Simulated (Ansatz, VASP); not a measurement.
Two plane-wave programs on MoS2

```
Mo S
1.0
     3.22747    0.00000    0.00000
    -1.61373    2.79507    0.00000
     0.00000    0.00000    6.31247
Mo S
1 2
Direct
  0.00000 0.00000 0.50000
  0.33333 0.66667 0.25532
  0.66667 0.33333 0.74468
```

Alike in both runs: task single point; functional r2SCAN; k mesh 11 × 11 × 5; no spin polarisation.

```csv
,VASP,Ansatz
version,VASP 6.6.1,Ansatz 0.2.0
potentials or method,"VASP PAW PBE potentials, release 64 (Mo_sv, S), cutoff 520 eV","plane waves, PAW"
occupations,"methfessel-paxton of order 1, width 0.15 eV","cold, width 0.15 eV"
valence electrons in the cell,26,26
```

```tsv
	VASP	Ansatz	Ansatz less VASP
pressure (GPa)	0.2	0.1	-0.03
traceless stress, the component that is largest in VASP (GPa)	0.05	0.16	+0.102
rms of the force components (eV/Å)	0.023	0.024	+0.0010
```

VASP's potentials were made for PBE, not for r2SCAN. Atom by atom the forces differ by 0.001 eV/Å (rms over components).
